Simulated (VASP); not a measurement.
# CaV2 (Fm-3m) in VASP: single point with PBE

Aim: the single point of CaV2 with PBE.

All numbers are computed with VASP 6.6.1; they aren't measurements. Logs are shortened: lines on timing, memory, paths and dates and some standing lists are left out, and cuts for length are marked.

### Step 1. The cell of the first run

It takes space group Fm-3m (No. 225, cubic). The conventional cell has a = 7.076 Å, b = 7.076 Å, c = 7.076 Å, α = 90.00°, β = 90.00°, γ = 90.00°. Ca (site symmetry m-3m) has 8 V at 3.06 Å within 4.0 Å. Within 4.0 Å of V (site symmetry -43m) lie 4 Ca at 3.06 Å and 6 V at 3.54 Å.

### Step 2. Single point, PBE, collinear spin, ferromagnetic start

INCAR reads:

```
PREC = Accurate
ENCUT = 520
EDIFF = 1E-6
ISMEAR = 0
SIGMA = 0.1
LREAL = F
LASPH = T
NELM = 150
ALGO = Normal
ISIF = 2
LWAVE = F
LCHARG = T
ISPIN = 2
MAGMOM = 0.15 0.93 0.93
LORBIT = 11
LMAXMIX = 4
GGA = PE
LELF = T
LVHAR = T
NBANDS = 29
```

KPOINTS reads:

```
regular mesh
0
Gamma
  6 6 6
```

POSCAR reads:

```
CaV2
1.0
    0.0000000000      3.5379467198      3.5379467198
    3.5379467198      0.0000000000      3.5379467198
    3.5379467198      3.5379467198      0.0000000000
Ca V
1 2
Direct
    0.0000000000      0.0000000000      0.0000000000
    0.2500000000      0.2500000000      0.2500000000
    0.7500000000      0.7500000000      0.7500000000
```

Potentials or basis: VASP PAW PBE potentials, release 64 (Ca_sv, V_sv).

Command:

```console
$ cat potpaw_PBE.64/Ca_sv/POTCAR potpaw_PBE.64/V_sv/POTCAR > POTCAR
$ mpirun -np 1 vasp_std > vasp.out
```

OUTCAR:

```text
PREC = Accurate
   ENCUT = 520
   EDIFF = 1E-6
   ISMEAR = 0
   LREAL = F
   LASPH = T
   NELM = 150
   ISIF = 2
   ISPIN = 2
   LORBIT = 11
   GGA = PE

 ion  position               nearest neighbor table
   1  0.000  0.000  0.000-
   2  0.250  0.250  0.250-
   3  0.750  0.750  0.750-

  LATTYP: Found a face centered cubic cell.
 ALAT       =     7.0758934396

  Lattice vectors:

 A1 = (   0.0000000000,   3.5379467198,   3.5379467198)
 A2 = (   3.5379467198,   0.0000000000,   3.5379467198)
 A3 = (   3.5379467198,   3.5379467198,   0.0000000000)

Analysis of symmetry for initial positions (statically):
=====================================================================
 Subroutine PRICEL returns:
 Original cell was already a primitive cell.

 Routine SETGRP: Setting up the symmetry group for a
 face centered cubic supercell.

 Subroutine GETGRP returns: Found 48 space group operations
 (whereof 48 operations were pure point group operations)
 out of a pool of 48 trial point group operations.

The static configuration has the point symmetry O_h .

Analysis of symmetry for dynamics (positions and initial velocities):
=====================================================================
 Subroutine PRICEL returns:
 Original cell was already a primitive cell.

 Routine SETGRP: Setting up the symmetry group for a
 face centered cubic supercell.

 Subroutine GETGRP returns: Found 48 space group operations
 (whereof 48 operations were pure point group operations)
 out of a pool of 48 trial point group operations.

The dynamic configuration has the point symmetry O_h .

Analysis of structural, dynamic, and magnetic symmetry:
=====================================================================
 Subroutine PRICEL returns:
 Original cell was already a primitive cell.

 Routine SETGRP: Setting up the symmetry group for a
 face centered cubic supercell.

 Subroutine GETGRP returns: Found 48 space group operations
 (whereof 48 operations were pure point group operations)
 out of a pool of 48 trial point group operations.

The overall configuration has the point symmetry O_h .

 Subroutine INISYM returns: Found 48 space group operations
 (whereof 48 operations are pure point group operations),
 and found     1 'primitive' translations

----------------------------------------------------------------------------------------

                                     Primitive cell

  volume of cell :      88.5694

  direct lattice vectors                    reciprocal lattice vectors
     0.000000000  3.537946720  3.537946720    -0.141324910  0.141324910  0.141324910
     3.537946720  0.000000000  3.537946720     0.141324910 -0.141324910  0.141324910
     3.537946720  3.537946720  0.000000000     0.141324910  0.141324910 -0.141324910

  length of vectors
     5.003412234  5.003412234  5.003412234     0.244781924  0.244781924  0.244781924

  position of ions in fractional coordinates (direct lattice)
     0.000000000  0.000000000  0.000000000
     0.250000000  0.250000000  0.250000000
     0.750000000  0.750000000  0.750000000

  ion indices of the primitive-cell ions
   primitive index   ion index
                 1           1
                 2           2
                 3           3

----------------------------------------------------------------------------------------

 KPOINTS: regular mesh

Automatic generation of k-mesh.
 Grid dimensions read from file:
 generate k-points for:    6    6    6

 Generating k-lattice:

  Cartesian coordinates                     Fractional coordinates (reciprocal lattice)
    -0.023554152  0.023554152  0.023554152     0.166666667  0.000000000  0.000000000
     0.023554152 -0.023554152  0.023554152     0.000000000  0.166666667  0.000000000
     0.023554152  0.023554152 -0.023554152     0.000000000  0.000000000  0.166666667

  Length of vectors
     0.040796987  0.040796987  0.040796987

  Shift w.r.t. Gamma in fractional coordinates (k-lattice)
     0.000000000  0.000000000  0.000000000

 Subroutine IBZKPT returns following result:
 ===========================================

 Found     16 irreducible k-points:

 Following reciprocal coordinates:
            Coordinates               Weight
  0.000000  0.000000  0.000000      1.000000
  0.166667  0.000000  0.000000      8.000000
  0.333333  0.000000  0.000000      8.000000
  0.500000  0.000000  0.000000      4.000000
  0.166667  0.166667  0.000000      6.000000
  0.333333  0.166667  0.000000     24.000000
[... 8 lines left out ...]
 -0.333333  0.333333  0.166667     24.000000
 -0.333333  0.500000  0.166667     12.000000
   k-points           NKPTS =     16   k-points in BZ     NKDIM =     16   number of bands    NBANDS=     29
   number of dos      NEDOS =    301   number of ions     NIONS =      3
   total plane-waves  NPLWV =  64000
   dimension x,y,z NGX =    40 NGY =   40 NGZ =   40
   dimension x,y,z NGXF=    80 NGYF=   80 NGZF=   80
   ions per type =               1   2
   NGX,Y,Z   is equivalent  to a cutoff of  13.29, 13.29, 13.29 a.u.
   NGXF,Y,Z  is equivalent  to a cutoff of  26.58, 26.58, 26.58 a.u.
 SYSTEM =  unknown system
   PREC   = accura    normal or accurate (medium, high low for compatibility)
   ISTART =      0    job   : 0-new  1-cont  2-samecut
   ICHARG =      2    charge: 1-file 2-atom 10-const
   ISPIN  =      2    spin polarized calculation?
   LNONCOLLINEAR =      F non collinear calculations
   LSORBIT =      F    spin-orbit coupling
   LASPH  =      T    aspherical Exc in radial PAW
   ENCUT  =  520.0 eV  38.22 Ry    6.18 a.u.   9.30  9.30  9.30*2*pi/ulx,y,z
   NELM   =    150;   NELMIN=  2; NELMDL= -5     # of ELM steps
   EDIFF  = 0.1E-05   stopping-criterion for ELM
   LREAL  =      F    real-space projection
   EDIFFG = 0.1E-04   stopping-criterion for IOM
   NSW    =      0    number of steps for IOM
   IBRION =     -1    ionic relax: 0-MD 1-quasi-New 2-CG
   NFREE  =      0    steps in history (QN), initial steepest desc. (CG)
   ISIF   =      2    stress and relaxation
   ISYM   =      2    0-nonsym 1-usesym 2-fastsym
   POTIM  = 0.5000    time-step for ionic-motion
   TEBEG  =    0.0;   TEEND  =   0.0 temperature during run
   PSTRESS=    0.0 pullay stress
   NELECT =      36.0000    total number of electrons
   NUPDOWN=      -1.0000    fix difference up-down
   EMIN   =  10.00;   EMAX   =-10.00  energy-range for DOS
   EFERMI =   0.00;   METHOD = LEGACY
   ISMEAR =     0;   SIGMA  =   0.10  broadening in eV -4-tet -1-fermi 0-gaus
   EFERMI_NEDOS =   21; number of points for ismear=-14 and -15
   IALGO  =     38    algorithm
   IMIX   =      4    mixing-type and parameters
     AMIX     =   0.40;   BMIX     =  1.00
     AMIX_MAG =   1.60;   BMIX_MAG =  1.00
  volume/ion in A,a.u.               =      29.52       199.23
  Fermi-wavevector in a.u.,A,eV,Ry     =   1.212684  2.291641 20.008767  1.470603
  Thomas-Fermi vector in A             =   2.348160
   LORBIT       =     11    0 simple, 1 ext, 2 COOP (PROOUT), +10 PAW based schemes
   GGA     = PE    functional components
   LHFCALC =     F    Hartree Fock is set to
   AEXX    =    0.0000 exact exchange contribution
   IVDW    =     0    specifies the selected vdW correction
   LEPSILON=     F    determine dielectric tensor
   LRPA    =     F    only Hartree local field effects (RPA)
 spin polarized calculation
 Gauss-broadening in eV      SIGMA  =   0.10
  energy-cutoff  :      520.00
  volume of cell :       88.57
 maximum number of plane-waves:      2421
 NGX is ok and might be reduce to    40
   NGX = 19   NGY = 19   NGZ = 19

 number of electron      35.9999999 magnetization       8.4422374

 Free energy of the ion-electron system (eV)
  ---------------------------------------------------
  ext. energy  EPLUGINS =         0.00000000
  ---------------------------------------------------
  free energy    TOTEN  =       -14.20863588 eV

  energy without entropy =      -14.17876900  energy(sigma->0) =      -14.19370244

 E-fermi :   3.0646     XC(G=0):  -8.8284

 val. band max:        3.0609174453   @ k =   0.5000   0.3333   0.0000
 cond. band min:       3.0670858069   @ k =   0.3333   0.0000   0.0000
 fundamental gap:      0.0061683616
 Fermi energy:         3.0645531191

 spin component 1

 k-point     1 :       0.0000    0.0000    0.0000
  band No.  band energies     occupation
      1     -61.6549      1.00000
      2     -61.6504      1.00000
      3     -37.6288      1.00000
      4     -35.5584      1.00000
      5     -35.5584      1.00000
      6     -35.5584      1.00000
[... 21 lines left out ...]
     28       7.2516      0.00000
     29       8.4350      0.00000

 k-point     2 :       0.1667    0.0000    0.0000
  band No.  band energies     occupation
      1     -61.6546      1.00000
      2     -61.6507      1.00000
      3     -37.6294      1.00000
      4     -35.5571      1.00000
      5     -35.5570      1.00000
      6     -35.5570      1.00000
[... 21 lines left out ...]
     28       7.0348      0.00000
     29       8.6476      0.00000

 k-point     3 :       0.3333    0.0000    0.0000
  band No.  band energies     occupation
      1     -61.6538      1.00000
      2     -61.6515      1.00000
      3     -37.6304      1.00000
      4     -35.5533      1.00000
      5     -35.5533      1.00000
      6     -35.5531      1.00000
[... 381 lines left out ...]
      4     -35.5604      1.00000
      5     -35.5567      1.00000
      6     -35.5482      1.00000
[... 21 lines left out ...]
     28       6.5507      0.00000
     29       7.0213      0.00000

 k-point    16 :      -0.3333    0.5000    0.1667
  band No.  band energies     occupation
      1     -61.6530      1.00000
      2     -61.6522      1.00000
      3     -37.6317      1.00000
      4     -35.5621      1.00000
      5     -35.5581      1.00000
      6     -35.5547      1.00000
[... 21 lines left out ...]
     28       6.7518      0.00000
     29       6.8597      0.00000
 Fermi energy:         3.0645531191

 spin component 2

 k-point     1 :       0.0000    0.0000    0.0000
  band No.  band energies     occupation
      1     -58.7495      1.00000
      2     -58.7446      1.00000
      3     -37.3910      1.00000
      4     -32.6753      1.00000
      5     -32.6753      1.00000
      6     -32.6753      1.00000
[... 21 lines left out ...]
     28       8.0104      0.00000
     29      10.5996      0.00000

 k-point     2 :       0.1667    0.0000    0.0000
  band No.  band energies     occupation
      1     -58.7491      1.00000
      2     -58.7449      1.00000
      3     -37.3912      1.00000
      4     -32.6739      1.00000
      5     -32.6737      1.00000
      6     -32.6737      1.00000
[... 21 lines left out ...]
     28       7.8985      0.00000
     29       9.9033      0.00000

 k-point     3 :       0.3333    0.0000    0.0000
  band No.  band energies     occupation
      1     -58.7482      1.00000
      2     -58.7458      1.00000
      3     -37.3915      1.00000
      4     -32.6697      1.00000
      5     -32.6696      1.00000
      6     -32.6696      1.00000
[... 382 lines left out ...]
      5     -32.6754      1.00000
      6     -32.6641      1.00000
[... 21 lines left out ...]
     28       7.7412      0.00000
     29       7.9173      0.00000

 k-point    16 :      -0.3333    0.5000    0.1667
  band No.  band energies     occupation
      1     -58.7474      1.00000
      2     -58.7466      1.00000
      3     -37.3920      1.00000
      4     -32.6796      1.00000
      5     -32.6773      1.00000
      6     -32.6712      1.00000
[... 21 lines left out ...]
     28       7.5331      0.00000
     29       7.8757      0.00000

------------------------ aborting loop because EDIFF is reached ----------------------------------------

  FORCE on cell =-STRESS in cart. coord.  units (eV):
  Direction    XX          YY          ZZ          XY          YZ          ZX
  --------------------------------------------------------------------------------------
  -------------------------------------------------------------------------------------
  Total       -0.0728359     -0.0728359     -0.0728359      0.0000000     -0.0000000      0.0000000
  in kB       -1.3175654     -1.3175654     -1.3175654      0.0000000     -0.0000000      0.0000000
  external PRESSURE =      -1.3175654 kB  Pullay stress =       0.0000000 kB

 VOLUME and BASIS-vectors are now :
 -----------------------------------------------------------------------------
  energy-cutoff  :      520.00
  volume of cell :       88.57
      direct lattice vectors                 reciprocal lattice vectors
     0.000000000  3.537946720  3.537946720    -0.141324910  0.141324910  0.141324910
     3.537946720  0.000000000  3.537946720     0.141324910 -0.141324910  0.141324910
     3.537946720  3.537946720  0.000000000     0.141324910  0.141324910 -0.141324910

 POSITION                                       TOTAL-FORCE (eV/Angst)
 -----------------------------------------------------------------------------------
      0.00000      0.00000      0.00000        -0.000000     -0.000000      0.000000
      1.76897      1.76897      1.76897        -0.000000     -0.000000     -0.000000
      5.30692      5.30692      5.30692         0.000000      0.000000      0.000000
 -----------------------------------------------------------------------------------
    total drift:                               -0.000000     -0.000000      0.000000

  FREE ENERGIE OF THE ION-ELECTRON SYSTEM (eV)
  ---------------------------------------------------
  free  energy   TOTEN  =       -14.2086358805 eV

  energy  without entropy=      -14.1787690020  energy(sigma->0) =      -14.19370244

 total charge

# of ion       s       p       d       tot
------------------------------------------
    1        2.082   5.843   0.319   8.244
    2        2.259   6.033   3.049  11.342
    3        2.259   6.033   3.049  11.342
--------------------------------------------------
tot          6.600  17.910   6.418  30.928

 magnetization (x)

# of ion       s       p       d       tot
------------------------------------------
    1        0.019   0.044   0.221   0.284
    2        0.051   0.048   2.940   3.039
    3        0.051   0.048   2.940   3.039
--------------------------------------------------
tot          0.121   0.140   6.100   6.361
```

It took 3.3 min on 1 thread of AMD EPYC 7R43 (Zen 3), shared host; peak memory 0.28 GiB.

What came out:

```yaml
Free_energy: -14.2086 eV
Pressure: -0.1 GPa
Net_moment: 8.44 μB per cell
Site_moments: Ca +0.28; V +3.04 μB
Valence_electrons_inside_the_program's_atomic_spheres: Ca 8.24; V 11.34
```
